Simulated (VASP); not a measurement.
Sc:

```
CELL_PARAMETERS angstrom
0.00000 2.26000 2.26000
2.26000 0.00000 2.26000
2.26000 2.26000 0.00000
ATOMIC_POSITIONS crystal
Sc 0.00000 0.00000 0.00000
```

* Program: VASP 6.6.1
* Task: relaxation of cell and atoms
* Functional: revPBE
* Potentials or basis: VASP PAW PBE potentials, release 64 (Sc_sv)
* Cutoff: 600 eV
* k mesh: 10 × 10 × 10
* Occupations: fermi-dirac, width 0.05 eV
* Spin: no spin polarisation

At the start: pressure 5.6 GPa; volume 23.09 Å³/atom.

How do energy, volume and symmetry change on relaxing?

Over 3 steps the energy falls by 38.7 meV/atom and the volume is 25.46 Å³/atom (+10.3 %); space group Fm-3m (No. 225, to 0.05 Å).

Step by step:
```csv
step,energy change (eV),largest force (eV/Å),pressure (GPa),volume (Å³)
1,0.0000,0.0000,5.59,23.09
2,-0.0377,0.0000,-0.77,25.88
3,-0.0387,0.0000,0.03,25.46
```

Final structure:
```xyz
1
Lattice="0.0000 2.3348 2.3348 2.3348 0.0000 2.3348 2.3348 2.3348 0.0000" Properties=species:S:1:pos:R:3 pbc="T T T"
Sc    0.0000    0.0000    0.0000
```

Caveat: the PAW data sets were made with another functional, which shifts forces and pressure a little; the volume moved by +10 % from the deposited cell, more than functionals usually miss.
